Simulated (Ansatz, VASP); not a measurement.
One calculation of GaAs, two programs

```xyz
2
Lattice="0.0000 2.7906 2.8692 2.7906 0.0000 2.8692 2.7906 2.7906 0.0000" Properties=species:S:1:pos:R:3 pbc="T T T"
Ga    0.0000    0.0000    0.0000
As    1.3953    1.3953    1.4346
```

Change from the starting cell: epitaxial_xy strain -1.5%.

Alike in both runs: task single point; functional PBE; k mesh 8 × 8 × 8; occupations fermi-dirac, width 0.02 eV; no spin polarisation.

|  | VASP | Ansatz |
| --- | --- | --- |
| version | VASP 6.6.1 | Ansatz 0.2.0 |
| potentials or method | VASP PAW PBE potentials, release 64 (Ga_d, As_d) | plane waves, PAW |
| plane-wave cutoff (eV) | 600 | 420 |
| valence electrons in the cell | 28 | 28 |

```csv
,VASP,Ansatz,Ansatz less VASP
pressure (GPa),4.0,4.1,+0.08
"traceless stress, the component that is largest in VASP (GPa)",-1.16,-1.16,+0.001
```
